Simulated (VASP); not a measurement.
# InGaAs2 (P-4m2) in VASP: a series of runs, part 2 of 2

VASP 6.6.1.

## 3. Single point, r2SCAN (strain +0.000 along x and y, -0.050 along z)

File POSCAR:

```
InGaAs2
1.0
    4.1532821680      0.0000000000      0.0000000000
    0.0000000000      4.1532821680      0.0000000000
    0.0000000000      0.0000000000      5.6261874985
In Ga As
1 1 2
Direct
    0.0000000000      0.0000000000      0.5000000000
    0.5000000000      0.5000000000      0.0000000000
    0.5000000000      0.0000000000      0.7698871174
    0.0000000000      0.5000000000      0.2301128826
```

File INCAR.step1:

```
SYSTEM = InGaAs2
  PREC = Accurate
  ENCUT = 520
  ISMEAR = 0
  SIGMA = 0.03
  LREAL = .False.
  LASPH = .True.
  NELM = 80
  NBANDS = 26
  GGA = PE
  ALGO = Normal
  EDIFF = 1E-4
  LWAVE = .True.
  LCHARG = .False.
```

File INCAR.step2:

```
SYSTEM = InGaAs2
  PREC = Accurate
  ENCUT = 520
  EDIFF = 1E-6
  ISMEAR = 0
  SIGMA = 0.03
  LREAL = .False.
  LASPH = .True.
  NELM = 80
  ALGO = Normal
  ISIF = 2
  LWAVE = .False.
  LCHARG = .True.
  METAGGA = R2SCAN
  LMIXTAU = .True.
  LELF = .True.
  LVHAR = .True.
  NBANDS = 26
  ISTART = 1
```

File KPOINTS:

```
regular mesh
0
Gamma
  8 8 6
  0 0 0
```

Potentials or basis: VASP PAW PBE potentials, release 64 (In_d, Ga_d, As).

Run with:

```sh
$ cat potpaw_PBE.64/In_d/POTCAR potpaw_PBE.64/Ga_d/POTCAR potpaw_PBE.64/As/POTCAR > POTCAR
$ cp INCAR.step1 INCAR
$ mpirun -np 1 vasp_std > vasp.out
$ cp INCAR.step2 INCAR
$ mpirun -np 1 vasp_std > vasp.out
```

OUTCAR:

```text
SYSTEM = InGaAs2
   PREC = Accurate
   ENCUT = 520
   EDIFF = 1E-6
   ISMEAR = 0
   LREAL = .False.
   LASPH = .True.
   NELM = 80
   ISIF = 2
   METAGGA = R2SCAN
   ISTART = 1

 ion  position               nearest neighbor table
   1  0.000  0.000  0.500-   3 2.57   4 2.57   4 2.57   3 2.57
   2  0.500  0.500  0.000-   3 2.45   4 2.45   3 2.45   4 2.45
   3  0.500  0.000  0.770-   2 2.45   2 2.45   1 2.57   1 2.57
   4  0.000  0.500  0.230-   2 2.45   2 2.45   1 2.57   1 2.57

  LATTYP: Found a simple tetragonal cell.
 ALAT       =     4.1532821680
 C/A-ratio  =     1.3546364708

  Lattice vectors:

 A1 = (   4.1532821680,   0.0000000000,   0.0000000000)
 A2 = (   0.0000000000,   4.1532821680,   0.0000000000)
 A3 = (   0.0000000000,   0.0000000000,   5.6261874985)

Analysis of symmetry for initial positions (statically):
=====================================================================
 Subroutine PRICEL returns:
 Original cell was already a primitive cell.

 Routine SETGRP: Setting up the symmetry group for a
 simple tetragonal supercell.

[... 169 lines left out ...]
  energy without entropy =      -64.93781692  energy(sigma->0) =      -64.93781692

 E-fermi :   4.4898     XC(G=0): -10.1020

 val. band max:        4.3642712097   @ k =   0.0000   0.0000   0.0000
 cond. band min:       4.9745658869   @ k =   0.0000   0.0000   0.0000
 fundamental gap:      0.6102946773
 Fermi energy:         4.4897951439

 k-point     1 :       0.0000    0.0000    0.0000
  band No.  band energies     occupation
      1     -11.0628      2.00000
      2     -10.9723      2.00000
      3     -10.9723      2.00000
      4     -10.9329      2.00000
      5     -10.8795      2.00000
      6     -10.6475      2.00000
[... 685 lines left out ...]
     25      11.3977      0.00000
     26      11.8732      0.00000

 [... further k-points ...]

------------------------ aborting loop because EDIFF is reached ----------------------------------------

  FORCE on cell =-STRESS in cart. coord.  units (eV):
  Direction    XX          YY          ZZ          XY          YZ          ZX
  --------------------------------------------------------------------------------------
  -------------------------------------------------------------------------------------
  Total        1.7910641      1.7910641      3.1798838      0.0000000      0.0000000      0.0000000
  in kB       29.5681826     29.5681826     52.4958232      0.0000000      0.0000000      0.0000000
  external PRESSURE =      37.2107295 kB  Pullay stress =       0.0000000 kB

 VOLUME and BASIS-vectors are now :
 -----------------------------------------------------------------------------
  energy-cutoff  :      520.00
  volume of cell :       97.05
      direct lattice vectors                 reciprocal lattice vectors
     4.153282168  0.000000000  0.000000000     0.240773432  0.000000000  0.000000000
     0.000000000  4.153282168  0.000000000     0.000000000  0.240773432  0.000000000
     0.000000000  0.000000000  5.626187499     0.000000000  0.000000000  0.177740255

 POSITION                                       TOTAL-FORCE (eV/Angst)
 -----------------------------------------------------------------------------------
      0.00000      0.00000      2.81309         0.000000     -0.000000      0.000000
      2.07664      2.07664      0.00000         0.000000      0.000000      0.000000
      2.07664      0.00000      4.33153         0.000000     -0.000000      0.078608
      0.00000      2.07664      1.29466         0.000000     -0.000000     -0.078608
 -----------------------------------------------------------------------------------
    total drift:                                0.000000     -0.000000     -0.000000

  FREE ENERGIE OF THE ION-ELECTRON SYSTEM (eV)
  ---------------------------------------------------
  free  energy   TOTEN  =       -64.9378169246 eV

  energy  without entropy=      -64.9378169246  energy(sigma->0) =      -64.93781692
```

OUTCAR.step1:

```text
SYSTEM = InGaAs2
   PREC = Accurate
   ENCUT = 520
   ISMEAR = 0
   LREAL = .False.
   LASPH = .True.
   NELM = 80
[... 925 lines left out ...]
      2.07664      2.07664      0.00000         0.000000     -0.000000      0.000000
      2.07664      0.00000      4.33153        -0.000000      0.000000      0.076763
      0.00000      2.07664      1.29466         0.000000      0.000000     -0.076763
 -----------------------------------------------------------------------------------
    total drift:                                0.000000     -0.000000     -0.000000

  FREE ENERGIE OF THE ION-ELECTRON SYSTEM (eV)
  ---------------------------------------------------
  free  energy   TOTEN  =       -15.7236143164 eV

  energy  without entropy=      -15.7236143145  energy(sigma->0) =      -15.72361432
```

OSZICAR.step1:

```text
N       E                     dE             d eps       ncg     rms          rms(c)
DAV:   1     0.279215408742E+03    0.27922E+03   -0.16892E+04  3142   0.176E+03
DAV:   2     0.158469010701E+02   -0.26337E+03   -0.25437E+03  3280   0.412E+02
DAV:   3    -0.150753883034E+02   -0.30922E+02   -0.30528E+02  3940   0.135E+02
DAV:   4    -0.161501734813E+02   -0.10748E+01   -0.10720E+01  3632   0.262E+01
DAV:   5    -0.161835486909E+02   -0.33375E-01   -0.33362E-01  4528   0.458E+00    0.599E+00
DAV:   6    -0.157676249351E+02    0.41592E+00   -0.66007E-01  4380   0.119E+01    0.330E+00
DAV:   7    -0.157223146968E+02    0.45310E-01   -0.35489E-01  4826   0.398E+00    0.874E-01
DAV:   8    -0.157225321746E+02   -0.21748E-03   -0.43883E-02  3990   0.250E+00    0.379E-01
DAV:   9    -0.157232459437E+02   -0.71377E-03   -0.46902E-03  4182   0.107E+00    0.178E-01
DAV:  10    -0.157235088296E+02   -0.26289E-03   -0.66871E-04  3618   0.192E-01    0.964E-02
DAV:  11    -0.157236152256E+02   -0.10640E-03   -0.26531E-04  2898   0.147E-01    0.595E-02
DAV:  12    -0.157236143164E+02    0.90921E-06   -0.32379E-05  2052   0.586E-02
   1 F= -.15723614E+02 E0= -.15723614E+02  d E =-.185213E-08
```

It took 6.7 min on 1 thread of Intel Xeon 8259CL, shared host; peak memory 0.32 GiB.

Results:

```
Free energy            : -64.9378 eV
Pressure               : 3.7 GPa
Largest force          : 0.079 eV/Å
Band gap on the k mesh : 0.61 eV
```

Forces on the atoms (eV/Å):
```
In   0.000  0.000  0.000
Ga   0.000  0.000  0.000
As   0.000  0.000  0.079
As   0.000  0.000 -0.079
```

Stress tensor (GPa, compression positive):
```
2.96 0.00 0.00
0.00 2.96 0.00
0.00 0.00 5.25
```

Levels at points of the mesh, in eV from the valence-band top:
| k point | band 16 | band 17 | band 18 | band 19 | band 20 | band 21 |
| --- | --- | --- | --- | --- | --- | --- |
| (0.00, 0.00, 0.00) | -0.04 | -0.04 | 0.00 | 0.61 | 1.67 | 1.94 |
| (0.50, 0.00, 0.00) | -3.00 | -1.76 | -1.10 | 2.27 | 3.49 | 5.43 |
| (0.50, 0.50, 0.00) | -2.60 | -2.60 | -2.38 | 1.83 | 1.83 | 2.17 |
| (0.00, 0.00, 0.50) | -2.20 | -1.46 | -1.46 | 1.95 | 2.11 | 3.41 |
| (0.50, 0.00, 0.50) | -1.00 | -0.98 | -0.94 | 1.01 | 1.71 | 4.87 |
| (0.50, 0.50, 0.50) | -3.40 | -3.33 | -3.33 | 5.12 | 5.12 | 5.18 |

Caveat: the cell differs from its parent crystal (strain +0.000 along x and y, -0.050 along z); the cell stands under pressure; the PAW data sets were made with another functional, which shifts forces and pressure a little; spin-orbit coupling is left out, which moves the levels of the heavy elements. A k mesh can miss the band edges.

## 4. Single point, r2SCAN (strain -0.025 along x and y, +0.000 along z)

File POSCAR:

```
InGaAs2
1.0
    4.0494501138      0.0000000000      0.0000000000
    0.0000000000      4.0494501138      0.0000000000
    0.0000000000      0.0000000000      5.9223026300
In Ga As
1 1 2
Direct
    0.0000000000      0.0000000000      0.5000000000
    0.5000000000      0.5000000000      0.0000000000
    0.5000000000      0.0000000000      0.7698871174
    0.0000000000      0.5000000000      0.2301128826
```

File INCAR.step1:

```
PREC     = Accurate       # precision mode
ENCUT    = 520            # plane-wave cutoff, eV
ISMEAR   = 0              # smearing method
SIGMA    = 0.03           # smearing width, eV
LREAL    = F              # projectors in reciprocal space
LASPH    = T              # aspherical terms in the spheres
NELM     = 100            # most SCF steps
NBANDS   = 26             # bands
GGA      = PE             # functional
ALGO     = Normal         # electronic algorithm
EDIFF    = 1E-4           # SCF threshold, eV
LWAVE    = T              # write WAVECAR
LCHARG   = F              # write CHGCAR
```

File INCAR.step2:

```
PREC     = Accurate       # precision mode
ENCUT    = 520            # plane-wave cutoff, eV
EDIFF    = 1E-6           # SCF threshold, eV
ISMEAR   = 0              # smearing method
SIGMA    = 0.03           # smearing width, eV
LREAL    = F              # projectors in reciprocal space
LASPH    = T              # aspherical terms in the spheres
NELM     = 100            # most SCF steps
ALGO     = Normal         # electronic algorithm
ISIF     = 2              # what is computed and relaxed
LWAVE    = F              # write WAVECAR
LCHARG   = F              # write CHGCAR
METAGGA  = R2SCAN         # meta-GGA
LMIXTAU  = T            
NBANDS   = 26             # bands
ISTART   = 1
```

File KPOINTS:

```
Automatic mesh
0
Gamma
  8 8 6
```

Run with:

```sh
$ cat potpaw_PBE.64/In_d/POTCAR potpaw_PBE.64/Ga_d/POTCAR potpaw_PBE.64/As/POTCAR > POTCAR
$ cp INCAR.step1 INCAR
$ mpirun -np 1 vasp_std > vasp.out
$ cp INCAR.step2 INCAR
$ mpirun -np 1 vasp_std > vasp.out
```

Run time: 8 min. Hardware: 1 thread of Intel Xeon 8259CL, shared host; peak memory 0.32 GiB.

Results (log left out):

```
Free energy            : -64.9585 eV
Pressure               : 3.6 GPa
Largest force          : 0.041 eV/Å
Band gap on the k mesh : 0.56 eV
```

Forces in eV/Å, atoms in the order of the input:
```
In   0.000  0.000  0.000
Ga   0.000  0.000  0.000
As   0.000  0.000  0.041
As   0.000  0.000 -0.041
```

Stress tensor (GPa, compression positive):
```
4.05 0.00 0.00
0.00 4.05 0.00
0.00 0.00 2.78
```

Levels at points of the mesh, in eV from the valence-band top:
```
           k point  band 15  band 16  band 17  band 18  band 19  band 20  band 21  band 22
(0.00, 0.00, 0.00)    -2.73    -0.32     0.00     0.00     0.56     1.81     2.28     4.08
(0.50, 0.00, 0.00)    -3.64    -3.35    -1.54    -0.86     2.55     3.73     5.25     5.35
(0.50, 0.50, 0.00)    -3.04    -2.84    -2.84    -2.65     1.57     1.57     1.79     2.12
(0.00, 0.00, 0.50)    -2.05    -2.05    -1.31    -1.31     2.29     2.30     3.24     3.81
(0.50, 0.00, 0.50)    -1.51    -1.38    -1.34    -0.77     1.00     1.52     4.45     5.00
(0.50, 0.50, 0.50)    -3.62    -3.54    -3.42    -3.42     4.55     4.57     4.57     4.69
```

Caveat: the cell differs from its parent crystal (strain -0.025 along x and y, +0.000 along z); the cell stands under pressure; the PAW data sets were made with another functional, which shifts forces and pressure a little; spin-orbit coupling is left out, which moves the levels of the heavy elements. A k mesh can miss the band edges.

## 5. Single point, r2SCAN (strain +0.050 along x and y, -0.050 along z)

File POSCAR:

```
InGaAs2
1.0
    4.3609462764      0.0000000000      0.0000000000
    0.0000000000      4.3609462764      0.0000000000
    0.0000000000      0.0000000000      5.6261874985
In Ga As
1 1 2
Direct
    0.0000000000      0.0000000000      0.5000000000
    0.5000000000      0.5000000000      0.0000000000
    0.5000000000      0.0000000000      0.7698871174
    0.0000000000      0.5000000000      0.2301128826
```

File INCAR.step1:

```
SYSTEM = InGaAs2
PREC = Accurate
ENCUT = 520
ISMEAR = 0
SIGMA = 0.03
LREAL = .FALSE.
LASPH = .TRUE.
NELM = 60
NBANDS = 26
GGA = PE
ALGO = Normal
EDIFF = 1E-4
LWAVE = .TRUE.
LCHARG = .FALSE.
```

File INCAR.step2:

```
SYSTEM = InGaAs2
PREC = Accurate
ENCUT = 520
EDIFF = 1E-7
ISMEAR = 0
SIGMA = 0.03
LREAL = .FALSE.
LASPH = .TRUE.
NELM = 60
ALGO = Normal
ISIF = 2
LWAVE = .FALSE.
LCHARG = .FALSE.
METAGGA = R2SCAN
LMIXTAU = .TRUE.
NBANDS = 26
ISTART = 1
```

File KPOINTS:

```
Automatic mesh
0
G
  8 8 6
  0 0 0
```

Run with:

```sh
$ cat potpaw_PBE.64/In_d/POTCAR potpaw_PBE.64/Ga_d/POTCAR potpaw_PBE.64/As/POTCAR > POTCAR
$ cp INCAR.step1 INCAR
$ mpirun -np 1 vasp_std > vasp.out
$ cp INCAR.step2 INCAR
$ mpirun -np 1 vasp_std > vasp.out
```

It took 6.6 min on 1 thread of Intel Xeon 8259CL, shared host; peak memory 0.34 GiB.

Results (log left out):

* Free energy: -64.8851 eV
* Pressure: -2.7 GPa
* Largest force: 0.013 eV/Å
* Band gap on the k mesh: 0.17 eV

Forces in eV/Å, atoms in the order of the input:
```
In   0.000  0.000  0.000
Ga   0.000  0.000  0.000
As   0.000  0.000 -0.013
As   0.000  0.000  0.013
```

Stress tensor (GPa, compression positive):
```
-3.99  0.00  0.00
 0.00 -3.99  0.00
 0.00  0.00 -0.05
```

Levels at points of the mesh, in eV from the valence-band top:
```
           k point  band 14  band 15  band 16  band 17  band 18  band 19  band 20  band 21  band 22  band 23
(0.00, 0.00, 0.00)    -2.71    -2.71    -0.07    -0.07     0.00     0.17     1.69     1.75     4.09     4.32
(0.50, 0.00, 0.00)    -4.74    -2.68    -2.41    -1.66    -1.09     1.97     3.09     5.25     5.61     5.71
(0.50, 0.50, 0.00)    -5.83    -2.21    -2.13    -2.13    -1.91     2.12     2.12     2.35     2.63     8.92
(0.00, 0.00, 0.50)    -3.55    -2.00    -2.00    -1.34    -1.34     1.70     2.05     3.33     3.65     6.42
(0.50, 0.00, 0.50)    -5.75    -1.59    -0.96    -0.69    -0.63     0.74     1.41     4.76     4.77     5.21
(0.50, 0.50, 0.50)    -5.50    -3.06    -2.90    -2.84    -2.84     5.00     5.05     5.34     5.34     6.25
```

Caveat: the cell differs from its parent crystal (strain +0.050 along x and y, -0.050 along z); the PAW data sets were made with another functional, which shifts forces and pressure a little; spin-orbit coupling is left out, which moves the levels of the heavy elements.

## 6. Overview

```tsv
cell	gap on the mesh (eV)	pressure (GPa)	largest force (eV/Å)
a = 3.946, b = 3.946, c = 6.218 Å, 4 atoms	0.36	3.6	0.02
a = 4.153, b = 4.153, c = 5.626 Å, 4 atoms	0.61	3.7	0.08
a = 4.049, b = 4.049, c = 5.922 Å, 4 atoms	0.56	3.6	0.04
a = 4.361, b = 4.361, c = 5.626 Å, 4 atoms	0.17	-2.7	0.01
```

Alike in all rows: task single point; level r2SCAN; potentials or basis VASP PAW PBE potentials, release 64 (In_d, Ga_d, As); no spin polarisation; k mesh 8 × 8 × 6; cutoff (eV) 520; smearing gaussian 0.03 eV.

Caveats: the PAW data sets were made with another functional, which shifts forces and pressure a little; spin-orbit coupling is left out, which moves the levels of the heavy elements; the cell stands under pressure (at least some runs).

Total energies depend on the potentials used, so only differences within one code and one set of settings carry meaning.
